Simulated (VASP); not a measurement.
# Cd6HS6 (a cell with a defect) in VASP: further runs

Cd6HS6 (a cell with a defect) is run at these levels: PBE; tasks: single point.

Everything below comes from runs of VASP 6.6.1. Logs are shortened: lines on timing, memory, paths and dates and some standing lists are left out, and cuts for length are marked.

### 1 The cell of the first run

The cell holds a defect, 13 atoms: a = 6.831 Å, b = 7.270 Å, c = 7.270 Å, α = 120.00°, β = 90.00°, γ = 90.00°.

### 2 Single point, PBE, collinear spin

INCAR reads:

```
SYSTEM = Cd6HS6
PREC     = Accurate       ! precision mode
ENCUT    = 520            ! plane-wave cutoff, eV
EDIFF    = 1E-7           ! SCF threshold, eV
ISMEAR   = 0              ! smearing method
SIGMA    = 0.02           ! smearing width, eV
LREAL    = .FALSE.        ! projectors in reciprocal space
LASPH    = .TRUE.         ! aspherical terms in the spheres
NELM     = 150            ! most SCF steps
ALGO     = Normal         ! electronic algorithm
ISIF     = 2              ! what is computed and relaxed
LWAVE    = .FALSE.        ! write WAVECAR
LCHARG   = .FALSE.        ! write CHGCAR
ISPIN    = 2              ! spin polarisation
MAGMOM   = 0 0 0 0 0 0 0 0 0.13 0 0 0 0.34 ! initial moments
LORBIT   = 11             ! projections on sites
GGA      = PE             ! functional
NBANDS   = 70             ! bands
```

KPOINTS reads:

```
Automatic mesh
0
G
  2 2 2
  0 0 0
```

POSCAR reads:

```
Cd6HS6
1.0
    0.0000000000      0.0000000000     -6.8307328146
   -6.2959774550      3.6349842784      0.0000000000
    6.2959774549      3.6349842785      0.0000000000
Cd S H
6 6 1
Direct
    0.5040014144      0.0005179687      0.3355269510
    0.4994420207      0.6660382032      0.6664575186
    0.5016805800      0.3351830080      0.0009295874
    0.9988161132      0.3124437165      0.3116162040
    0.9984839380     -0.0003636473      0.6864048538
    0.9986350199      0.6866965084     -0.0011917554
    0.1289217459     -0.0012549916      0.3501635158
    0.1244408211      0.6496149684      0.6484817051
    0.1267849327      0.3498036673     -0.0022830446
    0.6219571333      0.3334125135      0.3335449791
    0.6229384336      0.0002518479      0.6696112969
    0.6225936683      0.6684537776      0.0004005595
    0.9631140873      0.0137711088      0.0300915294
```

Potentials or basis: VASP PAW PBE potentials, release 64 (Cd, S, H).

Started as:

```bash
> cat potpaw_PBE.64/Cd/POTCAR potpaw_PBE.64/S/POTCAR potpaw_PBE.64/H/POTCAR > POTCAR
> mpirun -np 1 vasp_std > vasp.out
```

OUTCAR:

```text
SYSTEM = Cd6HS6
   PREC = Accurate
   ENCUT = 520
   EDIFF = 1E-7
   ISMEAR = 0
   LREAL = .FALSE.
   LASPH = .TRUE.
   NELM = 150
   ISIF = 2
   ISPIN = 2
   LORBIT = 11
   GGA = PE

 ion  position               nearest neighbor table
   1  0.504  0.001  0.336-  12 2.56  10 2.56  11 2.56   7 2.56
   2  0.499  0.666  0.666-  10 2.56  12 2.56  11 2.56   8 2.56
   3  0.502  0.335  0.001-  11 2.56  10 2.56  12 2.56   9 2.56
   4  0.999  0.312  0.312-  13 2.13  10 2.58   9 2.58   7 2.59   8 2.60
   5  0.998  1.000  0.686-   8 2.57  11 2.57   9 2.57   7 2.60
   6  0.999  0.687  0.999-  13 2.29   8 2.57  12 2.57   7 2.58   9 2.60
   7  0.129  0.999  0.350-   1 2.56   6 2.58   4 2.59   5 2.60
   8  0.124  0.650  0.648-   2 2.56   5 2.57   6 2.57   4 2.60
   9  0.127  0.350  0.998-   3 2.56   5 2.57   4 2.58   6 2.60
  10  0.622  0.333  0.334-   1 2.56   2 2.56   3 2.56   4 2.58
  11  0.623  0.000  0.670-   3 2.56   2 2.56   1 2.56   5 2.57
  12  0.623  0.668  0.000-   1 2.56   2 2.56   3 2.56   6 2.57
  13  0.963  0.014  0.030-   4 2.13   6 2.29

  LATTYP: Found a hexagonal cell.
 ALAT       =     7.2699685569
 C/A-ratio  =     0.9395821675

  Lattice vectors:

 A1 = (  -6.2959774550,   3.6349842784,   0.0000000000)
 A2 = (   6.2959774549,   3.6349842785,   0.0000000000)
 A3 = (   0.0000000000,   0.0000000000,  -6.8307328146)

Analysis of symmetry for initial positions (statically):
=====================================================================
 Subroutine PRICEL returns:
 Original cell was already a primitive cell.

 Routine SETGRP: Setting up the symmetry group for a
 hexagonal supercell.

 Subroutine GETGRP returns: Found  1 space group operations
 (whereof  1 operations were pure point group operations)
 out of a pool of 24 trial point group operations.

The static configuration has the point symmetry C_1 .

Analysis of symmetry for dynamics (positions and initial velocities):
=====================================================================
 Subroutine PRICEL returns:
 Original cell was already a primitive cell.

 Routine SETGRP: Setting up the symmetry group for a
 hexagonal supercell.

 Subroutine GETGRP returns: Found  1 space group operations
 (whereof  1 operations were pure point group operations)
 out of a pool of 24 trial point group operations.

The dynamic configuration has the point symmetry C_1 .

Analysis of structural, dynamic, and magnetic symmetry:
=====================================================================
 Subroutine PRICEL returns:
 Original cell was already a primitive cell.

 Routine SETGRP: Setting up the symmetry group for a
 hexagonal supercell.

 Subroutine GETGRP returns: Found  1 space group operations
 (whereof  1 operations were pure point group operations)
 out of a pool of 24 trial point group operations.

The overall configuration has the point symmetry C_1 .

 Subroutine INISYM returns: Found  1 space group operations
 (whereof  1 operations are pure point group operations),
 and found     1 'primitive' translations

----------------------------------------------------------------------------------------

                                     Primitive cell

  volume of cell :     312.6533

  direct lattice vectors                    reciprocal lattice vectors
     0.000000000  0.000000000 -6.830732815     0.000000000  0.000000000 -0.146397177
    -6.295977455  3.634984278  0.000000000    -0.079415786  0.137552177  0.000000000
     6.295977455  3.634984279  0.000000000     0.079415786  0.137552177  0.000000000

  length of vectors
     6.830732815  7.269968557  7.269968557     0.146397177  0.158831573  0.158831573

  position of ions in fractional coordinates (direct lattice)
     0.504001414  0.000517969  0.335526951
     0.499442021  0.666038203  0.666457519
     0.501680580  0.335183008  0.000929587
     0.998816113  0.312443716  0.311616204
     0.998483938  0.999636353  0.686404854
     0.998635020  0.686696508  0.998808245
     0.128921746  0.998745008  0.350163516
[... 75 lines left out ...]
[... 50 lines left out ...]
     65       6.3493      0.00000
     66       6.4266      0.00000
 Fermi energy:         1.3320572753

 spin component 2

 k-point     1 :       0.0000    0.0000    0.0000
  band No.  band energies     occupation
      1     -11.1248      1.00000
      2     -10.7285      1.00000
      3     -10.6688      1.00000
      4     -10.6610      1.00000
      5     -10.6127      1.00000
      6     -10.5999      1.00000
[... 541 lines left out ...]
     65       6.3694      0.00000
     66       6.4645      0.00000
 [bands above 66 left out]

------------------------ aborting loop because EDIFF is reached ----------------------------------------

  FORCE on cell =-STRESS in cart. coord.  units (eV):
  Direction    XX          YY          ZZ          XY          YZ          ZX
  --------------------------------------------------------------------------------------
  -------------------------------------------------------------------------------------
  Total        1.1199976      0.7152817      1.4704526      0.1039643      0.1643886      0.0866266
  in kB        5.7393761      3.6654281      7.5352665      0.5327602      0.8424020      0.4439142
  external PRESSURE =       5.6466902 kB  Pullay stress =       0.0000000 kB

 VOLUME and BASIS-vectors are now :
 -----------------------------------------------------------------------------
  energy-cutoff  :      520.00
  volume of cell :      312.65
      direct lattice vectors                 reciprocal lattice vectors
     0.000000000  0.000000000 -6.830732815     0.000000000  0.000000000 -0.146397177
    -6.295977455  3.634984278  0.000000000    -0.079415786  0.137552177  0.000000000
     6.295977455  3.634984279  0.000000000     0.079415786  0.137552177  0.000000000

 POSITION                                       TOTAL-FORCE (eV/Angst)
 -----------------------------------------------------------------------------------
      2.10921      1.22152     -3.44270        -0.004391      0.001338     -0.005235
      0.00264      4.84360     -3.41155         0.000900      0.003052     -0.001153
     -2.10445      1.22176     -3.42685         0.004319      0.001872     -0.001599
     -0.00521      2.26845     -6.82265        -0.004811      0.026516      0.003856
     -1.97210      6.12873     -6.82038        -0.011692     -0.000738     -0.002123
      1.96505      6.12678     -6.82141         0.011397     -0.005272      0.001917
     -4.08345      4.90326     -0.88063         0.016225      0.002939      0.009256
     -0.00714      4.71856     -0.85002        -0.005144     -0.003406      0.009547
      4.07925      4.89822     -0.86603        -0.009657     -0.007327      0.013663
      0.00083      2.42438     -4.24842        -0.003113      0.008206     -0.007825
      4.21427      2.43494     -4.25513        -0.007873     -0.003750     -0.010477
     -4.20605      2.43127     -4.25277         0.006539     -0.007364     -0.009956
      0.10275      0.15944     -6.57878         0.007302     -0.016065      0.000130
 -----------------------------------------------------------------------------------
    total drift:                                0.000087     -0.000105     -0.000162

  FREE ENERGIE OF THE ION-ELECTRON SYSTEM (eV)
  ---------------------------------------------------
  free  energy   TOTEN  =       -38.0665029816 eV

  energy  without entropy=      -38.0660621018  energy(sigma->0) =      -38.06628254

 total charge

# of ion       s       p       d       tot
------------------------------------------
    1        0.416   0.303   9.564  10.283
    2        0.416   0.302   9.564  10.282
    3        0.416   0.302   9.564  10.282
    4        0.412   0.307   9.555  10.273
    5        0.412   0.297   9.562  10.271
    6        0.411   0.300   9.560  10.271
    7        1.336   2.361   0.000   3.697
    8        1.330   2.372   0.000   3.702
    9        1.332   2.368   0.000   3.701
   10        1.324   2.386   0.000   3.710
   11        1.323   2.387   0.000   3.710
   12        1.324   2.387   0.000   3.710
   13        0.429   0.006   0.000   0.435
--------------------------------------------------
tot         10.882  16.078  57.368  84.328

 magnetization (x)

# of ion       s       p       d       tot
------------------------------------------
    1        0.001   0.001   0.002   0.004
    2        0.001   0.001   0.001   0.004
    3        0.001   0.001   0.002   0.004
    4       -0.004   0.001   0.025   0.021
    5       -0.000   0.002   0.012   0.014
    6       -0.002   0.001   0.017   0.016
    7        0.009   0.098   0.000   0.107
    8        0.006   0.053   0.000   0.059
    9        0.007   0.070   0.000   0.077
   10        0.002   0.015   0.000   0.017
   11        0.001   0.011   0.000   0.012
   12        0.001   0.012   0.000   0.014
   13        0.223   0.001   0.000   0.224
--------------------------------------------------
tot          0.247   0.268   0.058   0.573
```

Wall time 5.5 min (1 thread of Intel Xeon 6975P-C (Granite Rapids), shared host); peak memory 0.66 GiB.

Results:

```yaml
Free_energy: -38.0665 eV
Pressure: 0.6 GPa
Largest_force: 0.027 eV/Å
Net_moment: 0.98 μB per cell
Site_moments: Cd +0.00, +0.02, +0.01 (each value once); S +0.11, +0.06, +0.08, +0.02, +0.01 (each value once); H +0.22 μB
Valence_electrons_inside_the_program's_atomic_spheres: Cd 10.28, 10.27 (each value once); S 3.70, 3.71 (each value once); H 0.43
```

Forces on the atoms (eV/Å):
```
Cd  -0.004  0.001 -0.005
Cd   0.001  0.003 -0.001
Cd   0.004  0.002 -0.002
Cd  -0.005  0.027  0.004
Cd  -0.012 -0.001 -0.002
Cd   0.011 -0.005  0.002
S    0.016  0.003  0.009
S   -0.005 -0.003  0.010
S   -0.010 -0.007  0.014
S   -0.003  0.008 -0.008
S   -0.008 -0.004 -0.010
S    0.007 -0.007 -0.010
H    0.007 -0.016  0.000
```

Stress tensor (GPa, compression positive):
```
0.57 0.05 0.04
0.05 0.37 0.08
0.04 0.08 0.75
```

Caveat: the k points lie up to 0.50 Å⁻¹ apart.

### 3 Single point, PBE, collinear spin

INCAR reads:

```
SYSTEM = Cd6HS6
ALGO = Normal
EDIFF = 1E-6
ENCUT = 520
GGA = PE
ISIF = 2
ISMEAR = 0
ISPIN = 2
LASPH = .True.
LCHARG = .False.
LORBIT = 11
LREAL = .False.
LWAVE = .False.
MAGMOM = 0 0 0 0 0 0 0 0 0.13 0 0 0 0.34
NBANDS = 70
NELM = 150
PREC = Accurate
SIGMA = 0.02
```

KPOINTS reads:

```
k-points
0
Gamma
  2 2 2
  0 0 0
```

POSCAR reads:

```
Cd6HS6
1.0
    0.0000000000      0.0000000000     -6.8307328146
   -6.2959774550      3.6349842784      0.0000000000
    6.2959774549      3.6349842785      0.0000000000
Cd S H
6 6 1
Direct
    0.5028192572      0.0007286822      0.3353960178
    0.4994133269      0.6662409833      0.6662409833
    0.5028192572      0.3353960178      0.0007286822
    0.9988437822      0.3118943338      0.3118943338
    0.9985698731     -0.0007350136      0.6866532484
    0.9985698731      0.6866531903     -0.0007352305
    0.1278442626     -0.0018304103      0.3499480095
    0.1243740640      0.6490143613      0.6490143614
    0.1278441162      0.3499480889     -0.0018304897
    0.6219411761      0.3334786087      0.3334786088
    0.6227940860      0.0003298601      0.6690914671
    0.6227940860      0.6690914671      0.0003298601
    0.9631830403      0.0219507508      0.0219512273
```

Potentials or basis: VASP PAW PBE potentials, release 64 (Cd, S, H).

Started as:

```bash
> cat potpaw_PBE.64/Cd/POTCAR potpaw_PBE.64/S/POTCAR potpaw_PBE.64/H/POTCAR > POTCAR
> mpirun -np 1 vasp_std > vasp.out
```

Run time: 11 min. Hardware: 1 thread of Oxide Virtual Turin-like, shared host; peak memory 0.6 GiB.

The run converged. Its results:

```yaml
Free_energy: -38.0660 eV
Pressure: 0.6 GPa
Largest_force: 0.027 eV/Å
Net_moment: 0.99 μB per cell
Site_moments: Cd +0.00, +0.02, +0.01 (each value once); S +0.09, +0.06, +0.02, +0.01 (each value once); H +0.23 μB
Valence_electrons_inside_the_program's_atomic_spheres: Cd 10.28, 10.27 (each value once); S 3.70, 3.71 (each value once); H 0.43
```

Forces in eV/Å, atoms in the order of the input:
```
Cd  -0.004  0.002 -0.004
Cd   0.000  0.003 -0.001
Cd   0.004  0.002 -0.004
Cd   0.000  0.027  0.004
Cd  -0.012 -0.003  0.000
Cd   0.012 -0.003  0.000
S    0.013 -0.003  0.012
S    0.000 -0.003  0.010
S   -0.013 -0.003  0.012
S    0.000  0.009 -0.008
S   -0.008 -0.006 -0.011
S    0.008 -0.006 -0.011
H    0.000 -0.018  0.000
```

Stress tensor (GPa, compression positive):
```
0.57 0.00 0.00
0.00 0.36 0.09
0.00 0.09 0.75
```

Levels at points of the mesh, in eV from the Fermi level:
Spin up:
```csv
k point,band 52,band 53,band 54,band 55,band 56,band 57,band 58,band 59
"(0.00, 0.00, 0.00)",-0.58,-0.45,-0.42,-0.41,1.45,2.58,4.30,4.38
"(0.50, 0.00, 0.00)",-0.80,-0.73,-0.73,-0.03,2.34,3.02,3.74,3.76
"(0.00, 0.50, 0.00)",-1.03,-0.97,-0.96,-0.40,2.77,3.14,3.17,3.58
"(0.00, 0.00, 0.50)",-1.03,-0.97,-0.96,-0.40,2.77,3.14,3.17,3.58
"(0.00, 0.50, 0.50)",-1.03,-0.96,-0.96,-0.40,2.79,3.12,3.21,3.63
"(0.50, 0.50, 0.00)",-1.52,-1.45,-1.38,-0.47,2.96,3.31,3.49,3.62
"(0.50, 0.00, 0.50)",-1.52,-1.45,-1.38,-0.47,2.96,3.31,3.49,3.62
"(0.50, 0.50, 0.50)",-1.52,-1.46,-1.36,-0.44,2.96,3.36,3.54,3.61
```
Spin down:
| k point | band 51 | band 52 | band 53 | band 54 | band 55 | band 56 | band 57 | band 58 |
| --- | --- | --- | --- | --- | --- | --- | --- | --- |
| (0.00, 0.00, 0.00) | -1.04 | -0.40 | -0.37 | -0.36 | 0.03 | 1.76 | 2.78 | 4.36 |
| (0.50, 0.00, 0.00) | -0.73 | -0.73 | -0.71 | -0.70 | 0.88 | 2.36 | 3.28 | 3.80 |
| (0.00, 0.50, 0.00) | -1.05 | -0.96 | -0.93 | -0.92 | 0.56 | 2.80 | 3.19 | 3.23 |
| (0.00, 0.00, 0.50) | -1.05 | -0.96 | -0.93 | -0.92 | 0.56 | 2.80 | 3.19 | 3.23 |
| (0.00, 0.50, 0.50) | -1.05 | -0.96 | -0.92 | -0.91 | 0.56 | 2.82 | 3.16 | 3.26 |
| (0.50, 0.50, 0.00) | -1.54 | -1.50 | -1.42 | -1.32 | 0.48 | 3.00 | 3.35 | 3.53 |
| (0.50, 0.00, 0.50) | -1.54 | -1.50 | -1.42 | -1.32 | 0.48 | 3.00 | 3.35 | 3.53 |
| (0.50, 0.50, 0.50) | -1.53 | -1.50 | -1.43 | -1.31 | 0.48 | 2.99 | 3.40 | 3.58 |

Caveat: the k points lie up to 0.50 Å⁻¹ apart.

### 4 Single point, PBE, collinear spin

INCAR reads:

```
SYSTEM = Cd6HS6
PREC     = Accurate       ! precision mode
ENCUT    = 520            ! plane-wave cutoff, eV
EDIFF    = 1E-6           ! SCF threshold, eV
ISMEAR   = 0              ! smearing method
SIGMA    = 0.02           ! smearing width, eV
LREAL    = .False.        ! projectors in reciprocal space
LASPH    = .True.         ! aspherical terms in the spheres
NELM     = 150            ! most SCF steps
ALGO     = Fast           ! electronic algorithm
ISIF     = 2              ! what is computed and relaxed
LWAVE    = .False.        ! write WAVECAR
LCHARG   = .False.        ! write CHGCAR
ISPIN    = 2              ! spin polarisation
MAGMOM   = 0 0 0 0 0 0 0 0 0.13 0 0 0 0.34 ! initial moments
LORBIT   = 11             ! projections on sites
GGA      = PE             ! functional
NBANDS   = 70             ! bands
```

KPOINTS reads:

```
regular mesh
0
Gamma
  2 2 2
  0 0 0
```

POSCAR reads:

```
Cd6HS6
1.0
    0.0000000000      0.0000000000     -6.8307328146
   -6.2959774550      3.6349842784      0.0000000000
    6.2959774549      3.6349842785      0.0000000000
Cd S H
6 6 1
Direct
    0.5005776236      0.0010142611      0.3348537665
    0.4995444988      0.6665467739      0.6657704052
    0.5052866352      0.3355135090      0.0002442017
    0.9987680949      0.3116298483      0.3132721667
    0.9987071937     -0.0016845033      0.6865441365
    0.9984028339      0.6861109964     -0.0000469562
    0.1257482943     -0.0026097477      0.3496794744
    0.1246466555      0.6480660390      0.6502842807
    0.1300826755      0.3505217990     -0.0005018532
    0.6220184738      0.3334724128      0.3332743499
    0.6223453787      0.0003404715      0.6676613172
    0.6230773645      0.6699809682      0.0001215174
    0.9626043323      0.0384435975      0.0058195925
```

Started as:

```bash
> cat potpaw_PBE.64/Cd/POTCAR potpaw_PBE.64/S/POTCAR potpaw_PBE.64/H/POTCAR > POTCAR
> mpirun -np 1 vasp_std > vasp.out
```

It took 13 min on 1 thread of Oxide Virtual Turin-like, shared host; peak memory 0.62 GiB.

Results (log left out):

* Free energy: -38.0709 eV
* Pressure: 0.6 GPa
* Largest force: 0.019 eV/Å
* Net moment: 0.75 μB per cell
* Site moments: Cd +0.00, +0.01 (each value once); S +0.05, +0.04, +0.10, +0.01 (each value once); H +0.18 μB
* Valence electrons inside the program's atomic spheres: Cd 10.28, 10.27 (each value once); S 3.70, 3.69, 3.71 (each value once); H 0.43

Forces in eV/Å, atoms in the order of the input:
```
Cd   0.000  0.001  0.002
Cd   0.000  0.000  0.002
Cd   0.001  0.002 -0.004
Cd   0.007 -0.003  0.003
Cd   0.009  0.002  0.005
Cd  -0.002  0.006  0.002
S    0.006 -0.002 -0.001
S    0.002 -0.010 -0.005
S   -0.008  0.003 -0.005
S    0.002  0.004 -0.001
S   -0.005 -0.004 -0.001
S    0.006 -0.002  0.000
H   -0.018  0.002  0.003
```

Stress tensor (GPa, compression positive):
```
 0.58 -0.11 -0.09
-0.11  0.38  0.08
-0.09  0.08  0.85
```

Levels at points of the mesh, in eV from the Fermi level:
Spin up:
```csv
k point,band 53,band 54,band 55,band 56,band 57,band 58
"(0.00, 0.00, 0.00)",-0.46,-0.43,-0.42,1.47,2.57,4.26
"(0.50, 0.00, 0.00)",-0.74,-0.74,0.05,2.33,3.01,3.70
"(0.00, 0.50, 0.00)",-0.98,-0.96,-0.30,2.77,3.12,3.19
"(0.00, 0.00, 0.50)",-0.99,-0.97,-0.33,2.75,3.12,3.18
"(0.00, 0.50, 0.50)",-0.98,-0.96,-0.30,2.77,3.11,3.21
"(0.50, 0.50, 0.00)",-1.46,-1.39,-0.35,2.95,3.33,3.51
"(0.50, 0.00, 0.50)",-1.46,-1.38,-0.42,2.96,3.29,3.44
"(0.50, 0.50, 0.50)",-1.47,-1.38,-0.35,2.95,3.34,3.53
```
Spin down:
```csv
k point,band 51,band 52,band 53,band 54,band 55,band 56,band 57,band 58
"(0.00, 0.00, 0.00)",-1.06,-0.43,-0.39,-0.39,-0.05,1.71,2.73,4.30
"(0.50, 0.00, 0.00)",-0.76,-0.75,-0.73,-0.72,0.76,2.34,3.19,3.73
"(0.00, 0.50, 0.00)",-1.06,-1.00,-0.95,-0.93,0.46,2.79,3.15,3.23
"(0.00, 0.00, 0.50)",-1.08,-0.98,-0.95,-0.94,0.42,2.77,3.16,3.23
"(0.00, 0.50, 0.50)",-1.06,-0.99,-0.94,-0.93,0.45,2.80,3.15,3.25
"(0.50, 0.50, 0.00)",-1.55,-1.51,-1.44,-1.34,0.38,2.97,3.36,3.55
"(0.50, 0.00, 0.50)",-1.55,-1.51,-1.43,-1.34,0.35,2.99,3.32,3.47
"(0.50, 0.50, 0.50)",-1.55,-1.51,-1.45,-1.34,0.37,2.97,3.37,3.56
```

Caveat: the k points lie up to 0.50 Å⁻¹ apart.

### 5 Overview

```tsv
cell	pressure (GPa)	moment (μB)	largest force (eV/Å)
as given, atomic positions A	0.6	0.98	0.03
as given, atomic positions B	0.6	0.99	0.03
as given, atomic positions C	0.6	0.75	0.02
```

Alike in all rows: task single point; level PBE; potentials or basis VASP PAW PBE potentials, release 64 (Cd, S, H); spin collinear; k mesh 2 × 2 × 2; cutoff (eV) 520; smearing gaussian 0.02 eV.

Caveats: all runs use coarse meshes.

Total energies depend on the potentials used, so only differences within one code and one set of settings carry meaning.
